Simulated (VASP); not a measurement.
# LiNbO3 (R3c) in VASP: notebook

The runs below take LiNbO3 through single point, with PBE.

All numbers are computed with VASP 6.6.1; they aren't measurements. Logs are shortened: lines on timing, memory, paths and dates and some standing lists are left out, and cuts for length are marked.

## (1) The cell of the first run

Symmetry: R3c, No. 161, trigonal system. Conventional cell: a = 5.107 Å, b = 5.107 Å, c = 14.706 Å, α = 90.00°, β = 90.00°, γ = 120.00°. Li (site symmetry 3) has 6 O at 2.07 to 2.31 Å within 2.7 Å. Within 2.5 Å of Nb (site symmetry 3) lie 6 O at 1.88 to 2.19 Å. Within 2.5 Å of O (site symmetry 1) lie 2 Nb at 1.88 to 2.19 Å and 2 Li at 2.07 to 2.31 Å.

## (2) Single point, PBE (11.07 Å³/atom)

File INCAR:

```
PREC = Accurate
ENCUT = 520
EDIFF = 1E-6
ISMEAR = 0
SIGMA = 0.05
LREAL = F
LASPH = T
NELM = 100
ALGO = Normal
ISIF = 2
LWAVE = F
LCHARG = T
GGA = PE
LELF = T
LVHAR = T
NBANDS = 45
```

File KPOINTS:

```
regular mesh
0
Gamma
  6 6 6
```

File POSCAR:

```
LiNbO3
1.0
    2.5536104400      1.4743276749      4.9019106006
   -2.5536104400      1.4743276749      4.9019106006
    0.0000000000     -2.9486553498      4.9019106006
Li Nb O
2 2 6
Direct
    0.2815913687      0.2815913687      0.2815913687
    0.7815913687      0.7815913687      0.7815913687
    0.0004900497      0.0004900497      0.0004900497
    0.5004900497      0.5004900497      0.5004900497
    0.1104619503      0.3580262714      0.7211003599
    0.7211003599      0.1104619503      0.3580262714
    0.3580262714      0.7211003599      0.1104619503
    0.2211003599      0.8580262714      0.6104619503
    0.8580262714      0.6104619503      0.2211003599
    0.6104619503      0.2211003599      0.8580262714
```

Potentials or basis: VASP PAW PBE potentials, release 64 (Li_sv, Nb_sv, O).

Run with:

```console
$ cat potpaw_PBE.64/Li_sv/POTCAR potpaw_PBE.64/Nb_sv/POTCAR potpaw_PBE.64/O/POTCAR > POTCAR
$ mpirun -np 1 vasp_std > vasp.out
```

OUTCAR:

```text
PREC = Accurate
   ENCUT = 520
   EDIFF = 1E-6
   ISMEAR = 0
   LREAL = F
   LASPH = T
   NELM = 100
   ISIF = 2
   GGA = PE

 ion  position               nearest neighbor table
   1  0.282  0.282  0.282-   8 2.07  10 2.07   9 2.07
   2  0.782  0.782  0.782-   7 2.07   6 2.07   5 2.07
   3  0.000  0.000  0.000-   5 1.88   6 1.88   7 1.88   9 2.19   8 2.19  10 2.19
   4  0.500  0.500  0.500-   9 1.88  10 1.88   8 1.88   5 2.19   7 2.19   6 2.19
   5  0.110  0.358  0.721-   3 1.88   2 2.07   4 2.19
   6  0.721  0.110  0.358-   3 1.88   2 2.07   4 2.19
   7  0.358  0.721  0.110-   3 1.88   2 2.07   4 2.19
   8  0.221  0.858  0.610-   4 1.88   1 2.07   3 2.19
   9  0.858  0.610  0.221-   4 1.88   1 2.07   3 2.19
  10  0.610  0.221  0.858-   4 1.88   1 2.07   3 2.19

  LATTYP: Found a trigonal (rhomboedric) cell.
 ALAT       =     5.7204279480
 COS(alpha) =     0.6014505203

  Lattice vectors:

 A1 = (   2.5536104400,   1.4743276749,   4.9019106006)
 A2 = (  -2.5536104400,   1.4743276749,   4.9019106006)
 A3 = (   0.0000000000,  -2.9486553498,   4.9019106006)

Analysis of symmetry for initial positions (statically):
=====================================================================
 Subroutine PRICEL returns:
 Original cell was already a primitive cell.

 Routine SETGRP: Setting up the symmetry group for a
 trigonal (rhombohedral) supercell.

 Subroutine GETGRP returns: Found  6 space group operations
 (whereof  3 operations were pure point group operations)
 out of a pool of 12 trial point group operations.

The static configuration has the point symmetry C_3 .
 The point group associated with its full space group is C_3v.

Analysis of symmetry for dynamics (positions and initial velocities):
=====================================================================
 Subroutine PRICEL returns:
 Original cell was already a primitive cell.

 Routine SETGRP: Setting up the symmetry group for a
 trigonal (rhombohedral) supercell.

 Subroutine GETGRP returns: Found  6 space group operations
 (whereof  3 operations were pure point group operations)
 out of a pool of 12 trial point group operations.

The dynamic configuration has the point symmetry C_3 .
 The point group associated with its full space group is C_3v.

 Subroutine INISYM returns: Found  6 space group operations
 (whereof  3 operations are pure point group operations),
 and found     1 'primitive' translations

----------------------------------------------------------------------------------------

                                     Primitive cell

  volume of cell :     110.7300

  direct lattice vectors                    reciprocal lattice vectors
     2.553610440  1.474327675  4.901910601     0.195801205  0.113045878  0.068000696
    -2.553610440  1.474327675  4.901910601    -0.195801205  0.113045878  0.068000696
     0.000000000 -2.948655350  4.901910601     0.000000000 -0.226091756  0.068000696

  length of vectors
     5.720427948  5.720427948  5.720427948     0.236096542  0.236096542  0.236096542

  position of ions in fractional coordinates (direct lattice)
     0.281591369  0.281591369  0.281591369
     0.781591369  0.781591369  0.781591369
     0.000490050  0.000490050  0.000490050
     0.500490050  0.500490050  0.500490050
     0.110461950  0.358026271  0.721100360
     0.721100360  0.110461950  0.358026271
     0.358026271  0.721100360  0.110461950
     0.221100360  0.858026271  0.610461950
     0.858026271  0.610461950  0.221100360
     0.610461950  0.221100360  0.858026271

  ion indices of the primitive-cell ions
   primitive index   ion index
                 1           1
                 2           2
                 3           3
                 4           4
                 5           5
                 6           6
                 7           7
                 8           8
                 9           9
                10          10

----------------------------------------------------------------------------------------

 KPOINTS: regular mesh

Automatic generation of k-mesh.
 Grid dimensions read from file:
 generate k-points for:    6    6    6

 Generating k-lattice:

  Cartesian coordinates                     Fractional coordinates (reciprocal lattice)
     0.032633534  0.018840980  0.011333449     0.166666667  0.000000000  0.000000000
    -0.032633534  0.018840980  0.011333449     0.000000000  0.166666667  0.000000000
     0.000000000 -0.037681959  0.011333449     0.000000000  0.000000000  0.166666667

  Length of vectors
     0.039349424  0.039349424  0.039349424

  Shift w.r.t. Gamma in fractional coordinates (k-lattice)
     0.000000000  0.000000000  0.000000000

 Subroutine IBZKPT returns following result:
 ===========================================

 Found     32 irreducible k-points:

 Following reciprocal coordinates:
            Coordinates               Weight
  0.000000  0.000000  0.000000      1.000000
  0.166667  0.000000  0.000000      6.000000
[... 32 lines left out ...]
   ISIF   =      2    stress and relaxation
   ISYM   =      2    0-nonsym 1-usesym 2-fastsym
   POTIM  = 0.5000    time-step for ionic-motion
   TEBEG  =    0.0;   TEEND  =   0.0 temperature during run
   PSTRESS=    0.0 pullay stress
   NELECT =      68.0000    total number of electrons
   NUPDOWN=      -1.0000    fix difference up-down
   EMIN   =  10.00;   EMAX   =-10.00  energy-range for DOS
   EFERMI =   0.00;   METHOD = LEGACY
   ISMEAR =     0;   SIGMA  =   0.05  broadening in eV -4-tet -1-fermi 0-gaus
   EFERMI_NEDOS =   21; number of points for ismear=-14 and -15
   IALGO  =     38    algorithm
   IMIX   =      4    mixing-type and parameters
     AMIX     =   0.40;   BMIX     =  1.00
     AMIX_MAG =   1.60;   BMIX_MAG =  1.00
  volume/ion in A,a.u.               =      11.07        74.72
  Fermi-wavevector in a.u.,A,eV,Ry     =   1.391520  2.629591 26.345330  1.936327
  Thomas-Fermi vector in A             =   2.515351
   LORBIT       =      0    0 simple, 1 ext, 2 COOP (PROOUT), +10 PAW based schemes
   GGA     = PE    functional components
   LHFCALC =     F    Hartree Fock is set to
   AEXX    =    0.0000 exact exchange contribution
   IVDW    =     0    specifies the selected vdW correction
   LEPSILON=     F    determine dielectric tensor
   LRPA    =     F    only Hartree local field effects (RPA)
 non-spin polarized calculation
 Gauss-broadening in eV      SIGMA  =   0.05
  energy-cutoff  :      520.00
  volume of cell :      110.73
 maximum number of plane-waves:      3018
 NGX is ok and might be reduce to    48
   NGX = 21   NGY = 21   NGZ = 21

 number of electron      67.9999999 magnetization

 Free energy of the ion-electron system (eV)
  ---------------------------------------------------
  ext. energy  EPLUGINS =         0.00000000
  ---------------------------------------------------
  free energy    TOTEN  =       -79.88423521 eV

  energy without entropy =      -79.88423521  energy(sigma->0) =      -79.88423521

 E-fermi :   3.4421     XC(G=0): -10.5804

 val. band max:        3.2353137141   @ k =   0.0000   0.0000   0.0000
 cond. band min:       6.6893531222   @ k =   0.1667   0.1667   0.0000
 fundamental gap:      3.4540394081
 Fermi energy:         3.4420595574

 k-point     1 :       0.0000    0.0000    0.0000
  band No.  band energies     occupation
      1     -51.0936      2.00000
      2     -51.0821      2.00000
      3     -39.5031      2.00000
      4     -39.5011      2.00000
      5     -27.3559      2.00000
      6     -27.3559      2.00000
[... 37 lines left out ...]
     44      12.6793      0.00000
     45      12.6804      0.00000

 k-point     2 :       0.1667    0.0000    0.0000
  band No.  band energies     occupation
      1     -51.0928      2.00000
      2     -51.0828      2.00000
      3     -39.5030      2.00000
      4     -39.5013      2.00000
      5     -27.3494      2.00000
      6     -27.3483      2.00000
[... 1048 lines left out ...]
 k-point    24 :      -0.3333    0.5000    0.1667
  band No.  band energies     occupation
      1     -51.0888      2.00000
      2     -51.0868      2.00000
      3     -39.5023      2.00000
      4     -39.5019      2.00000
      5     -27.3567      2.00000
      6     -27.3550      2.00000
[... 37 lines left out ...]
     44      12.3165      0.00000
     45      13.4011      0.00000

 [... further k-points ...]

------------------------ aborting loop because EDIFF is reached ----------------------------------------

  FORCE on cell =-STRESS in cart. coord.  units (eV):
  Direction    XX          YY          ZZ          XY          YZ          ZX
  --------------------------------------------------------------------------------------
  -------------------------------------------------------------------------------------
  Total        0.8341799      0.8341799     -6.0920652      0.0000000      0.0000000      0.0000000
  in kB       12.0699370     12.0699370    -88.1474652      0.0000000      0.0000000      0.0000000
  external PRESSURE =     -21.3358637 kB  Pullay stress =       0.0000000 kB

 VOLUME and BASIS-vectors are now :
 -----------------------------------------------------------------------------
  energy-cutoff  :      520.00
  volume of cell :      110.73
      direct lattice vectors                 reciprocal lattice vectors
     2.553610440  1.474327675  4.901910601     0.195801205  0.113045878  0.068000696
    -2.553610440  1.474327675  4.901910601    -0.195801205  0.113045878  0.068000696
     0.000000000 -2.948655350  4.901910601     0.000000000 -0.226091756  0.068000696

 POSITION                                       TOTAL-FORCE (eV/Angst)
 -----------------------------------------------------------------------------------
      0.00000      0.00000      4.14101        -0.000000     -0.000000      0.053409
      0.00000      0.00000     11.49387        -0.000000     -0.000000      0.053409
      0.00000      0.00000      0.00721        -0.000000     -0.000000      0.101437
      0.00000      0.00000      7.36007        -0.000000     -0.000000      0.101437
     -0.63218     -1.43557      5.83126        -0.048051     -0.066000     -0.051615
      1.55933      0.17030      5.83126         0.081183     -0.008614     -0.051615
     -0.92715      1.26527      5.83126        -0.033132      0.074614     -0.051615
     -1.62646     -0.20906      8.28221         0.033132      0.074614     -0.051615
      0.63218      1.51308      8.28221         0.048051     -0.066000     -0.051615
      0.99428     -1.30403      8.28221        -0.081183     -0.008614     -0.051615
 -----------------------------------------------------------------------------------
    total drift:                               -0.000000     -0.000000     -0.000321

  FREE ENERGIE OF THE ION-ELECTRON SYSTEM (eV)
  ---------------------------------------------------
  free  energy   TOTEN  =       -79.8842352092 eV

  energy  without entropy=      -79.8842352092  energy(sigma->0) =      -79.88423521
```

Run time: 7.4 min. Hardware: 1 thread of Intel Xeon 8259CL, shared host; peak memory 0.38 GiB.

What came out:

- Free energy: -79.8842 eV
- Largest force: 0.101 eV/Å
- Band gap on the k mesh: 3.45 eV (least direct gap 3.46 eV)

Forces on the atoms (eV/Å):
```
Li   0.000  0.000  0.053
Li   0.000  0.000  0.053
Nb   0.000  0.000  0.101
Nb   0.000  0.000  0.101
O   -0.048 -0.066 -0.052
O    0.081 -0.009 -0.052
O   -0.033  0.075 -0.052
O    0.033  0.075 -0.052
O    0.048 -0.066 -0.052
O   -0.081 -0.009 -0.052
```

Levels at points of the mesh, in eV from the valence-band top:
```tsv
k point	band 32	band 33	band 34	band 35	band 36	band 37
(0.00, 0.00, 0.00)	-0.59	0.00	0.00	3.46	3.46	4.12
(0.50, 0.00, 0.00)	-0.40	-0.25	-0.25	3.72	3.72	4.54
(0.50, 0.50, 0.00)	-0.69	-0.51	-0.19	3.57	3.99	4.34
(0.50, 0.50, 0.50)	-0.28	-0.28	-0.28	4.58	4.58	4.63
```

Caveat: the cutoff is under 1.25 times the usual one of these potentials, so pressure, stress and relaxed cells hold a basis-set (Pulay) error. PBE gaps usually lie below the measured ones, often by a third to a half.

## (3) Single point, PBE (11.07 Å³/atom)

File INCAR:

```
ALGO = Normal
EDIFF = 1E-6
ENCUT = 520
GGA = PE
ISIF = 2
ISMEAR = 0
LASPH = True
LCHARG = False
LREAL = False
LWAVE = False
NBANDS = 45
NELM = 100
PREC = Accurate
SIGMA = 0.05
```

File KPOINTS:

```
k-points
0
Gamma
  6 6 6
```

Edit POSCAR of step 2 so:

```diff
@@ -2,5 +2,5 @@
 1.0
-    2.5536104400      1.4743276749      4.9019106006
-   -2.5536104400      1.4743276749      4.9019106006
-    0.0000000000     -2.9486553498      4.9019106006
+    2.6651852139      1.5387454007      4.5000763942
+   -2.6651852139      1.5387454007      4.5000763942
+    0.0000000000     -3.0774908014      4.5000763942
 Li Nb O
```

Potentials or basis: VASP PAW PBE potentials, release 64 (Li_sv, Nb_sv, O).

Run with:

```console
$ cat potpaw_PBE.64/Li_sv/POTCAR potpaw_PBE.64/Nb_sv/POTCAR potpaw_PBE.64/O/POTCAR > POTCAR
$ mpirun -np 1 vasp_std > vasp.out
```

Run time: 6.1 min. Hardware: 1 thread of Intel Xeon 8259CL, shared host; peak memory 0.32 GiB.

It converged, with:

* Free energy: -79.8561 eV
* Largest force: 0.406 eV/Å
* Band gap on the k mesh: 3.39 eV (least direct gap 3.47 eV)

Forces in eV/Å, atoms in the order of the input:
```
Li   0.000  0.000 -0.100
Li   0.000  0.000 -0.100
Nb   0.000  0.000  0.264
Nb   0.000  0.000  0.264
O    0.331 -0.229 -0.055
O    0.033  0.401 -0.055
O   -0.364 -0.172 -0.055
O    0.364 -0.172 -0.055
O   -0.331 -0.229 -0.055
O   -0.033  0.401 -0.055
```

Levels at points of the mesh, in eV from the valence-band top:
| k point | band 32 | band 33 | band 34 | band 35 | band 36 | band 37 |
| --- | --- | --- | --- | --- | --- | --- |
| (0.00, 0.00, 0.00) | -0.39 | -0.02 | -0.02 | 3.46 | 3.46 | 3.68 |
| (0.50, 0.00, 0.00) | -0.24 | -0.14 | -0.14 | 3.69 | 3.69 | 4.44 |
| (0.50, 0.50, 0.00) | -0.52 | -0.50 | -0.21 | 3.48 | 3.92 | 4.35 |
| (0.50, 0.50, 0.50) | -0.35 | -0.35 | -0.35 | 4.23 | 4.23 | 4.57 |

Caveat: the cutoff is under 1.25 times the usual one of these potentials, so pressure, stress and relaxed cells hold a basis-set (Pulay) error. Expect the measured gap to be larger: semilocal functionals such as PBE lack the derivative discontinuity.

## (4) Single point, PBE (11.07 Å³/atom)

File INCAR:

```
PREC = Accurate ; ENCUT = 520
EDIFF = 1E-6 ; ISMEAR = 0
SIGMA = 0.05 ; LREAL = False
LASPH = True ; NELM = 100
ALGO = Normal ; ISIF = 2
LWAVE = False ; LCHARG = False
GGA = PE ; NBANDS = 45
```

File KPOINTS:

```
Automatic mesh
0
Gamma
  6 6 6
```

Edit POSCAR of step 3 so:

```diff
@@ -2,5 +2,5 @@
 1.0
-    2.6651852139      1.5387454007      4.5000763942
-   -2.6651852139      1.5387454007      4.5000763942
-    0.0000000000     -3.0774908014      4.5000763942
+    2.5810619532      1.4901768135      4.7981941711
+   -2.5810619532      1.4901768135      4.7981941711
+    0.0000000000     -2.9803536270      4.7981941711
 Li Nb O
```

Run with:

```console
$ cat potpaw_PBE.64/Li_sv/POTCAR potpaw_PBE.64/Nb_sv/POTCAR potpaw_PBE.64/O/POTCAR > POTCAR
$ mpirun -np 1 vasp_std > vasp.out
```

Wall time 7 min (1 thread of Intel Xeon 8259CL, shared host); peak memory 0.32 GiB.

It converged, with:

| Property | Result |
| --- | --- |
| Free energy | -79.9934 eV |
| Largest force | 0.122 eV/Å |
| Band gap on the k mesh | 3.49 eV (least direct gap 3.50 eV) |

Forces on the atoms (eV/Å):
```
Li   0.000  0.000  0.036
Li   0.000  0.000  0.036
Nb   0.000  0.000  0.101
Nb   0.000  0.000  0.101
O    0.043 -0.104 -0.045
O    0.069  0.090 -0.045
O   -0.112  0.015 -0.045
O    0.112  0.015 -0.045
O   -0.043 -0.104 -0.045
O   -0.069  0.090 -0.045
```

Levels at points of the mesh, in eV from the valence-band top:
```csv
k point,band 32,band 33,band 34,band 35,band 36,band 37
"(0.00, 0.00, 0.00)",-0.55,0.00,0.00,3.50,3.50,4.05
"(0.50, 0.00, 0.00)",-0.35,-0.24,-0.24,3.74,3.74,4.55
"(0.50, 0.50, 0.00)",-0.68,-0.51,-0.19,3.59,4.01,4.40
"(0.50, 0.50, 0.50)",-0.29,-0.29,-0.29,4.53,4.53,4.65
```

Caveat: the cutoff is under 1.25 times the usual one of these potentials, so pressure, stress and relaxed cells hold a basis-set (Pulay) error.

## (5) Single point, PBE (11.25 Å³/atom)

This run uses another cell than the first one, of 11.25 Å³/atom.

File INCAR:

```
SYSTEM = LiNbO3
PREC = Accurate
ENCUT = 520
EDIFF = 1E-6
ISMEAR = 0
SIGMA = 0.05
LREAL = .FALSE.
LASPH = .TRUE.
NELM = 100
ALGO = Normal
ISIF = 2
LWAVE = .FALSE.
LCHARG = .FALSE.
GGA = PE
NBANDS = 45
```

File KPOINTS:

```
regular mesh
0
G
  6 6 6
  0 0 0
```

Edit POSCAR of step 4 so:

```diff
@@ -2,5 +2,5 @@
 1.0
-    2.5810619532      1.4901768135      4.7981941711
-   -2.5810619532      1.4901768135      4.7981941711
-    0.0000000000     -2.9803536270      4.7981941711
+    2.5532457484      1.4741171202      4.9803611569
+   -2.5532457484      1.4741171202      4.9803611569
+    0.0000000000     -2.9482342403      4.9803611569
 Li Nb O
```

Run with:

```console
$ cat potpaw_PBE.64/Li_sv/POTCAR potpaw_PBE.64/Nb_sv/POTCAR potpaw_PBE.64/O/POTCAR > POTCAR
$ mpirun -np 1 vasp_std > vasp.out
```

Wall time 8.1 min (1 thread of Intel Xeon 8259CL, shared host); peak memory 0.38 GiB.

The run converged. Its results:

```
Free energy            : -79.7673 eV
Largest force          : 0.333 eV/Å
Band gap on the k mesh : 3.36 eV (least direct gap 3.37 eV)
```

Forces on the atoms (eV/Å):
```
Li   0.000  0.000  0.051
Li   0.000  0.000  0.051
Nb   0.000  0.000  0.333
Nb   0.000  0.000  0.333
O    0.031 -0.205 -0.128
O    0.162  0.129 -0.128
O   -0.193  0.076 -0.128
O    0.193  0.076 -0.128
O   -0.031 -0.205 -0.128
O   -0.162  0.129 -0.128
```

Levels at points of the mesh, in eV from the valence-band top:
| k point | band 32 | band 33 | band 34 | band 35 | band 36 | band 37 |
| --- | --- | --- | --- | --- | --- | --- |
| (0.00, 0.00, 0.00) | -0.63 | 0.00 | 0.00 | 3.37 | 3.37 | 4.06 |
| (0.50, 0.00, 0.00) | -0.43 | -0.26 | -0.26 | 3.63 | 3.63 | 4.43 |
| (0.50, 0.50, 0.00) | -0.71 | -0.51 | -0.20 | 3.48 | 3.89 | 4.22 |
| (0.50, 0.50, 0.50) | -0.27 | -0.27 | -0.27 | 4.50 | 4.50 | 4.51 |

Caveat: the cutoff is under 1.25 times the usual one of these potentials, so pressure, stress and relaxed cells hold a basis-set (Pulay) error.

## (6) Overview

```tsv
cell	gap on the mesh (eV)	largest force (eV/Å)
a = 5.720 Å, angles 53.0°, 10 atoms	3.45	0.10
a = 5.452 Å, angles 58.5°, 10 atoms	3.39	0.41
a = 5.648 Å, angles 54.4°, 10 atoms	3.49	0.12
a = 5.788 Å, angles 52.4°, 10 atoms	3.36	0.33
```

Alike in all rows: task single point; level PBE; potentials or basis VASP PAW PBE potentials, release 64 (Li_sv, Nb_sv, O); no spin polarisation; k mesh 6 × 6 × 6; cutoff (eV) 520; smearing gaussian 0.05 eV.

Caveats: the cutoff is under 1.25 times the usual one of these potentials, so pressure, stress and relaxed cells hold a basis-set (Pulay) error.

Total energies depend on the potentials used, so only differences within one code and one set of settings carry meaning.
